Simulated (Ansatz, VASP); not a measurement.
This is a calculation of PbSe for Ansatz 0.2.0.

The input input.yaml:

```yaml
crystal:
  lattice:
    - [4.5014784123, 0.0, 0.0]
    - [-0.0105132524, 4.5014661353, 0.0]
    - [-2.2454825799, -2.2507330677, 12.2361685397]
  atoms:
    - { symbol: Pb, position: [0.80684, 0.807304, 0.618443] }
    - { symbol: Pb, position: [0.185454, 0.19981, 0.382376] }
    - { symbol: Se, position: [0.287332, 0.323146, 0.623194] }
    - { symbol: Se, position: [0.684266, 0.699895, 0.377965] }
kpoints:
  mp_grid: { grid: [6, 6, 3] }
scf:
  occupations: { method: fermi_dirac, width: 0.05 }
hamiltonian:
  xc: lda
  pseudopotentials: { kind: all_electron, lapw: { basis_error: 0.002 } }
output:
  forces: true
  stress: true
  eigenvalues: true
```

Potentials or basis: all-electron LAPW, scalar-relativistic.

Run with:

```console
$ ansatz run input.yaml --threads 2 --pin off --max-ram 6144MiB --backend cpu --events-out ev --progress --plain --runs-dir out
```

Q: Translate it to VASP 6.6.1. Potentials there: VASP PAW LDA potentials, release 64 (Pb_d, Se).

A: As run (the cutoff follows the program's own potentials):

File INCAR:

```
PREC = Accurate
ENCUT = 520
EDIFF = 1E-6
ISMEAR = -1
SIGMA = 0.05
LREAL = False
LASPH = True
NELM = 100
ALGO = Normal
ISIF = 2
LWAVE = False
LCHARG = False
GGA = CA
NBANDS = 28
```

The input KPOINTS:

```
Automatic mesh
0
Gamma
  6 6 3
```

File POSCAR:

```
PbSe
1.0
    4.5014784123      0.0000000000      0.0000000000
   -0.0105132524      4.5014661353      0.0000000000
   -2.2454825799     -2.2507330677     12.2361685397
Pb Se
2 2
Direct
    0.8068400000      0.8073040000      0.6184430000
    0.1854540000      0.1998100000      0.3823760000
    0.2873320000      0.3231460000      0.6231940000
    0.6842660000      0.6998950000      0.3779650000
```

Potentials or basis: VASP PAW LDA potentials, release 64 (Pb_d, Se).

Command:

```bash
$ cat potpaw_LDA.64/Pb_d/POTCAR potpaw_LDA.64/Se/POTCAR > POTCAR
$ mpirun -np 1 vasp_std > vasp.out
```

Both were run:

|  | VASP | Ansatz | Ansatz less VASP |
| --- | --- | --- | --- |
| gap on the k mesh at the Fermi level (eV) | 1.45 | 1.46 | +0.005 |
| least direct gap on the mesh (eV) | 1.45 | 1.46 | +0.005 |
| rms of the force components (eV/Å) | 0.420 | 0.427 | +0.0072 |

LDA's correlation is that of Perdew and Zunger in VASP and of Perdew and Wang (1992) in Ansatz. Atom by atom the forces differ by 0.007 eV/Å (rms over components). Ansatz ran all-electron here, and VASP with PAW potentials.

Neither program's run includes spin-orbit coupling.
